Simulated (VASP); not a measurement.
# Cu3Pt (Pm-3m) in VASP: notebook, part 3 of 3

VASP 6.6.1. Earlier steps stand in the parts before.

### 6 Electric field gradients, LDA (volume scaled by 1.06)

The input, INCAR:

```
  PREC = Accurate
  ENCUT = 520
  EDIFF = 1E-8
  ISMEAR = -1
  SIGMA = 0.05
  LREAL = False
  LASPH = True
  NELM = 100
  ALGO = Normal
  ISIF = 2
  LWAVE = False
  LCHARG = False
  GGA = CA
  LEFG = True
  NBANDS = 30
```

The input, KPOINTS:

```
regular mesh
0
Gamma
  9 9 9
```

The input, POSCAR:

```
Cu3Pt
1.0
    3.7827635712      0.0000000000      0.0000000000
    0.0000000000      3.7827635712      0.0000000000
    0.0000000000      0.0000000000      3.7827635712
Cu Pt
3 1
Direct
    0.0000000000      0.5000000000      0.5000000000
    0.5000000000      0.0000000000      0.5000000000
    0.5000000000      0.5000000000      0.0000000000
    0.0000000000      0.0000000000      0.0000000000
```

Potentials or basis: VASP PAW LDA potentials, release 64 (Cu, Pt).

Launch:

```
> cat potpaw_LDA.64/Cu/POTCAR potpaw_LDA.64/Pt/POTCAR > POTCAR
> mpirun -np 1 vasp_std > vasp.out
```

OUTCAR:

```text
PREC = Accurate
   ENCUT = 520
   EDIFF = 1E-8
   ISMEAR = -1
   LREAL = False
   LASPH = True
   NELM = 100
   ISIF = 2
   GGA = CA

 ion  position               nearest neighbor table
   1  0.000  0.500  0.500-   2 2.67   3 2.67   4 2.67   3 2.67   4 2.67   2 2.67   4 2.67   4 2.67
                             2 2.67   3 2.67   3 2.67   2 2.67
   2  0.500  0.000  0.500-   1 2.67   3 2.67   4 2.67   3 2.67   4 2.67   1 2.67   3 2.67   3 2.67
                             1 2.67   4 2.67   4 2.67   1 2.67
   3  0.500  0.500  0.000-   1 2.67   2 2.67   4 2.67   1 2.67   2 2.67   2 2.67   4 2.67   2 2.67
                             1 2.67   4 2.67   1 2.67   4 2.67
   4  0.000  0.000  0.000-   1 2.67   2 2.67   3 2.67   1 2.67   2 2.67   1 2.67   3 2.67   1 2.67
                             2 2.67   3 2.67   2 2.67   3 2.67

  LATTYP: Found a simple cubic cell.
 ALAT       =     3.7827635712

  Lattice vectors:

 A1 = (   3.7827635712,   0.0000000000,   0.0000000000)
 A2 = (   0.0000000000,   3.7827635712,   0.0000000000)
 A3 = (   0.0000000000,   0.0000000000,   3.7827635712)

Analysis of symmetry for initial positions (statically):
=====================================================================
 Subroutine PRICEL returns:
 Original cell was already a primitive cell.

 Routine SETGRP: Setting up the symmetry group for a
 simple cubic supercell.

 Subroutine GETGRP returns: Found 48 space group operations
 (whereof 48 operations were pure point group operations)
 out of a pool of 48 trial point group operations.

The static configuration has the point symmetry O_h .

Analysis of symmetry for dynamics (positions and initial velocities):
=====================================================================
[... 966 lines left out ...]
  --------------------------------------------------------------------------------------
  -------------------------------------------------------------------------------------
  Total       -6.4020761     -6.4020761     -6.4020761      0.0000000      0.0000000     -0.0000000
  in kB     -189.4976463   -189.4976463   -189.4976463      0.0000000      0.0000000     -0.0000000
  external PRESSURE =    -189.4976463 kB  Pullay stress =       0.0000000 kB

 VOLUME and BASIS-vectors are now :
 -----------------------------------------------------------------------------
  energy-cutoff  :      520.00
  volume of cell :       54.13
      direct lattice vectors                 reciprocal lattice vectors
     3.782763571  0.000000000  0.000000000     0.264356992  0.000000000  0.000000000
     0.000000000  3.782763571  0.000000000     0.000000000  0.264356992  0.000000000
     0.000000000  0.000000000  3.782763571     0.000000000  0.000000000  0.264356992

 POSITION                                       TOTAL-FORCE (eV/Angst)
 -----------------------------------------------------------------------------------
      0.00000      1.89138      1.89138         0.000000      0.000000      0.000000
      1.89138      0.00000      1.89138         0.000000      0.000000      0.000000
      1.89138      1.89138      0.00000         0.000000      0.000000      0.000000
      0.00000      0.00000      0.00000         0.000000      0.000000      0.000000
 -----------------------------------------------------------------------------------
    total drift:                                0.000000      0.000000      0.000000

  FREE ENERGIE OF THE ION-ELECTRON SYSTEM (eV)
  ---------------------------------------------------
  free  energy   TOTEN  =       -21.7441944932 eV

  energy  without entropy=      -21.7307218434  energy(sigma->0) =      -21.73745817

 Electric field gradients (V/A^2)
---------------------------------------------------------------------
 ion       V_xx      V_yy      V_zz      V_xy      V_xz      V_yz
---------------------------------------------------------------------
   1      25.112   -12.556   -12.556     0.000     0.000     0.000
   2     -12.556    25.112   -12.556     0.000    -0.000    -0.000
   3     -12.556   -12.556    25.112     0.000    -0.000    -0.000
   4       0.000     0.000     0.000    -0.000     0.000     0.000
---------------------------------------------------------------------

 Electric field gradients after diagonalization (V/A^2)
 (convention: |V_zz| > |V_xx| > |V_yy|)
----------------------------------------------------------------------
 ion       V_xx      V_yy      V_zz     asymmetry (V_yy - V_xx)/ V_zz
----------------------------------------------------------------------
   1     -12.556   -12.556    25.112       0.000
   2     -12.556   -12.556    25.112       0.000
   3     -12.556   -12.556    25.112       0.000
   4       0.000     0.000     0.000      -0.074
----------------------------------------------------------------------

           NMR quadrupolar parameters

 Cq : quadrupolar parameter    Cq=e*Q*V_zz/h
 eta: asymmetry parameters     (V_yy - V_xx)/ V_zz
 Q  : nuclear electric quadrupole moment in mb (millibarn)
----------------------------------------------------------------------
 ion       Cq(MHz)       eta       Q (mb)
----------------------------------------------------------------------
   1       0.061       0.000       1.000
   2       0.061       0.000       1.000
   3       0.061       0.000       1.000
   4       0.000      -0.074       1.000
----------------------------------------------------------------------
```

OSZICAR:

```text
N       E                     dE             d eps       ncg     rms          rms(c)
DAV:   1     0.345530473879E+03    0.34553E+03   -0.18961E+04  2204   0.228E+03
DAV:   2     0.108839741524E+02   -0.33465E+03   -0.31610E+03  2112   0.401E+02
DAV:   3    -0.240106980319E+02   -0.34895E+02   -0.32823E+02  2342   0.161E+02
DAV:   4    -0.250652998455E+02   -0.10546E+01   -0.10506E+01  2958   0.344E+01
DAV:   5    -0.250806815563E+02   -0.15382E-01   -0.15380E-01  3160   0.324E+00    0.174E+01
DAV:   6    -0.253175231830E+02   -0.23684E+00   -0.36042E+01  2396   0.162E+02    0.126E+01
DAV:   7    -0.218238110961E+02    0.34937E+01   -0.15733E+01  2712   0.916E+01    0.308E+00
DAV:   8    -0.217639755833E+02    0.59836E-01   -0.66797E-01  2782   0.735E+00    0.153E+00
DAV:   9    -0.217482565932E+02    0.15719E-01   -0.61211E-02  2592   0.244E+00    0.557E-01
DAV:  10    -0.217444239324E+02    0.38327E-02   -0.11279E-02  3128   0.140E+00    0.157E-01
DAV:  11    -0.217443090423E+02    0.11489E-03   -0.10519E-03  3414   0.796E-01    0.105E-01
DAV:  12    -0.217442008001E+02    0.10824E-03   -0.66357E-04  3150   0.327E-01    0.207E-02
DAV:  13    -0.217441981084E+02    0.26917E-05   -0.91016E-06  3334   0.467E-02    0.152E-02
DAV:  14    -0.217441944562E+02    0.36522E-05   -0.11806E-05  3020   0.306E-02    0.130E-03
DAV:  15    -0.217441944999E+02   -0.43733E-07   -0.46281E-07  2442   0.697E-03    0.135E-03
DAV:  16    -0.217441944932E+02    0.66839E-08   -0.18272E-08  1692   0.132E-03
   1 F= -.21744194E+02 E0= -.21737458E+02  d E =-.134726E-01
```

Run time: 46 s. Hardware: 1 thread of Intel Xeon Platinum 8488C (Sapphire Rapids), shared host; peak memory 0.17 GiB.

Results:

```
Free energy : -21.7442 eV
Pressure    : -18.9 GPa
```

Levels at points of the mesh, in eV from the Fermi level:
```
           k point  band 18  band 19  band 20  band 21  band 22  band 23  band 24  band 25
(0.00, 0.00, 0.00)    -0.66    -0.15    -0.15    -0.15     1.95     1.95     1.95     6.76
```

Electric field gradients, principal values (V/Å²):
| atom | least | middle | greatest (by size) |
| --- | --- | --- | --- |
| 1 Cu | -12.556 | -12.556 | 25.112 |
| 2 Cu | -12.556 | -12.556 | 25.112 |
| 3 Cu | -12.556 | -12.556 | 25.112 |
| 4 Pt | 0.000 | 0.000 | 0.000 |

Caveat: without QUAD_EFG the Cq values of the log hold for a quadrupole moment of 1 mb, not for the nuclei; spin-orbit coupling is left out, which moves the levels of the heavy elements.

### 7 Overview

```csv
cell,gap on the mesh (eV),pressure (GPa)
"a = 3.660 Å, 4 atoms",none,-4.2
"a = 3.698 Å, 4 atoms",none,-9.7
"a = 3.735 Å, 4 atoms",none,-14.2
"a = 3.783 Å, 4 atoms",none,-18.9
```

Alike in all rows: task electric field gradients; level LDA; potentials or basis VASP PAW LDA potentials, release 64 (Cu, Pt); no spin polarisation; k mesh 9 × 9 × 9; cutoff (eV) 520; smearing fermi-dirac 0.05 eV.

Caveats: spin-orbit coupling is left out, which moves the levels of the heavy elements.

Absolute energies hang on the potentials; compare differences alone.
